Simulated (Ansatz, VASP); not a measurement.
## Two plane-wave programs on SrZr2As2

The input POSCAR:

```
SrZr2As2
1.0
    0.0000000000      4.0215590000      0.0000000000
    4.0215590000      0.0000000000      0.0000000000
    2.0107790000      2.0107790000     -6.1531760000
As Sr Zr
2 1 2
Direct
    0.3525000000      0.3525000000      0.2950000000
    0.6475000000      0.6475000000      0.7050000000
    0.0000000000      0.0000000000      0.0000000000
    0.7500000000      0.2500000000      0.5000000000
    0.2500000000      0.7500000000      0.5000000000
```

INCAR.step1

```
PREC = Accurate ; ENCUT = 520
ISMEAR = 1 ; SIGMA = 0.0754
LREAL = F ; LASPH = T
NELM = 60 ; NBANDS = 30
GGA = PE ; ALGO = Normal
EDIFF = 1E-4 ; LWAVE = T
LCHARG = F
```

File INCAR.step2:

```
PREC = Accurate ; ENCUT = 520
EDIFF = 1E-7 ; ISMEAR = 1
SIGMA = 0.0754 ; LREAL = F
LASPH = T ; NELM = 60
ALGO = Normal ; ISIF = 2
LWAVE = F ; LCHARG = T
METAGGA = R2SCAN ; LMIXTAU = T
LELF = T ; LVHAR = T
NBANDS = 30 ; ISTART = 1
```

KPOINTS

```
Automatic mesh
0
Gamma
  5 5 5
```

Input for Ansatz:

```yaml
crystal:
  lattice:
    - [0.0, 4.021559, 0.0]
    - [4.021559, 0.0, 0.0]
    - [2.010779, 2.010779, -6.153176]
  atoms:
    - { symbol: As, position: [0.3525, 0.3525, 0.295] }
    - { symbol: As, position: [0.6475, 0.6475, 0.705] }
    - { symbol: Sr, position: [0.0, 0.0, 0.0] }
    - { symbol: Zr, position: [0.75, 0.25, 0.5] }
    - { symbol: Zr, position: [0.25, 0.75, 0.5] }
  symmetry: { tolerance: 0.0003 }
kpoints:
  mp_grid: { grid: [5, 5, 5], shift: [0, 0, 0] }
magnetization:
  spin_polarized: false
scf:
  occupations: { method: methfessel_paxton, width: 0.0754 }
  initial_density: { chi_scale: 0.3 }
hamiltonian:
  pseudopotentials: { kind: paw }
  xc: r2scan
basis:
  ecutwfc: 500
output:
  forces: true
  stress: true
  eigenvalues: true
```

Alike in both runs: task single point; functional r2SCAN; k mesh 5 × 5 × 5; occupations methfessel-paxton of order 1, width 0.0754 eV; no spin polarisation.

```csv
,VASP,Ansatz
version,VASP 6.6.1,Ansatz 0.2.0
potentials or method,"VASP PAW PBE potentials, release 64 (As, Sr_sv, Zr_sv), cutoff 520 eV",PAW plane waves
valence electrons in the cell,44,64
```

```csv
,VASP,Ansatz,Ansatz less VASP
gap on the k mesh at the Fermi level (eV),none,none,-
rms of the force components (eV/Å),2.996,2.975,-0.0213
```

VASP's potentials were made for PBE, not for r2SCAN. Atom by atom the forces differ by 0.021 eV/Å (rms over components). A gap of «none» marks a metal or a gap that the smearing closes. VASP's potentials hold 44 valence electrons a cell and Ansatz's 64, so a difference there can come from the potentials and not from the codes.
